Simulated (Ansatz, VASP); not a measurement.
**CoSi2 in VASP and in Ansatz**

```
Co Si
1.0
     0.00000    2.58637    2.86779
     2.58637    0.00000    2.86779
     2.58637    2.58637    0.00000
Co Si
1 2
Direct
  0.00000 0.00000 0.00000
  0.24235 0.24235 0.25765
  0.75765 0.75765 0.74235
```

Change from the starting cell: mode 6 frozen in at -0.041 Å, strain +e along z and -e/2 along x and y +0.0700.

Alike in both runs: task single point; functional PBE; k mesh 12 × 12 × 12; occupations gaussian, width 0.15 eV; no spin polarisation.

|  | VASP | Ansatz |
| --- | --- | --- |
| version | VASP 6.6.1 | Ansatz 0.2.0 |
| potentials or method | VASP PAW PBE potentials, release 64 (Co, Si), cutoff 520 eV | scalar-relativistic, plane waves, PAW |
| valence electrons in the cell | 17 | 25 |

|  | VASP | Ansatz | Ansatz less VASP |
| --- | --- | --- | --- |
| gap on the k mesh at the Fermi level (eV) | none | none | - |
| pressure (GPa) | 1.2 | 1.4 | +0.28 |
| traceless stress, the component that is largest in VASP (GPa) | -5.42 | -5.44 | -0.020 |
| rms of the force components (eV/Å) | 0.170 | 0.171 | +0.0006 |

Atom by atom the forces differ by 0.001 eV/Å (rms over components). A gap of «none» marks a metal or a gap that the smearing closes. VASP's potentials hold 17 valence electrons a cell and Ansatz's 25, so a difference there can come from the potentials and not from the codes.
